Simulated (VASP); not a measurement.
Cu, 1 atom in the cell. The structure is cubic, space group Fm-3m (No. 225). Conventional cell: a = 3.496 Å, b = 3.496 Å, c = 3.496 Å, α = 90.00°, β = 90.00°, γ = 90.00°. Cu (site symmetry m-3m) has 12 Cu at 2.47 Å within 3.3 Å. 

```yaml
Program: VASP 6.6.1
Task: relaxation of cell and atoms
Functional: PBE
Potentials_or_basis: VASP PAW PBE potentials, release 64 (Cu)
Cutoff: 600 eV
k_mesh: 10 × 10 × 10
Occupations: gaussian, width 0.1 eV
Spin: no spin polarisation
Target_pressure: 21.1 GPa
Dipole_correction: no
Further_INCAR_settings: ALGO = Normal; EDIFF = 1e-07; IBRION = 2; EDIFFG = -0.05; NSW = 80; ISIF = 3
```

Potentials or basis: VASP PAW PBE potentials, release 64 (Cu).

Launch:

```bash
$ cat potpaw_PBE.64/Cu/POTCAR > POTCAR
$ mpirun -np 1 vasp_std > vasp.out
```

Hardware: 1 thread of Intel Xeon 8259CL, with other jobs on the host.

Problem. How long does it take, and how much memory?

Solution. It took 11 s on 1 thread of Intel Xeon 8259CL, on a shared host, peak memory 0.13 GiB. Counts: scf iterations 12, k points 47, ion steps 1.
